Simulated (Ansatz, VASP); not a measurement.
**Al2Co: VASP beside Ansatz**

```
CELL_PARAMETERS angstrom
0.00000 3.47252 3.47252
3.47252 0.00000 3.47252
3.47252 3.47252 0.00000
ATOMIC_POSITIONS crystal
Al 0.62500 0.62500 0.62500
Al 0.12500 0.62500 0.62500
Al 0.62500 0.62500 0.12500
Al 0.62500 0.12500 0.62500
Co 0.00000 0.00000 0.00000
Co 0.25000 0.25000 0.25000
```

Alike in both runs: functional PBE; k mesh 4 × 4 × 4; occupations gaussian, width 0.1 eV; no spin polarisation.

Ansatz relaxed the structure, and its values are those at the end. VASP's run is a single point on that final structure, the one shown.

|  | VASP | Ansatz |
| --- | --- | --- |
| version | VASP 6.6.1 | Ansatz 0.2.0 |
| potentials or method | VASP PAW PBE potentials, release 64 (Al, Co), cutoff 520 eV | scalar-relativistic, plane waves, PAW |
| valence electrons in the cell | 30 | 46 |

Ansatz gave:

```
gap on the k mesh at the Fermi level (eV) : none
pressure (GPa)                            : 0.1
```

Task: What did VASP give for the same quantities?

Result: gap on the k mesh at the Fermi level (eV): none; pressure (GPa): 0.3.

A gap of «none» marks a metal or a gap that the smearing closes. With one functional, cell and mesh, what is left measures potentials, basis and numerics. VASP's potentials hold 30 valence electrons a cell and Ansatz's 46, so a difference there can come from the potentials and not from the codes.

The k mesh is coarse, so the values compare programs but aren't converged.
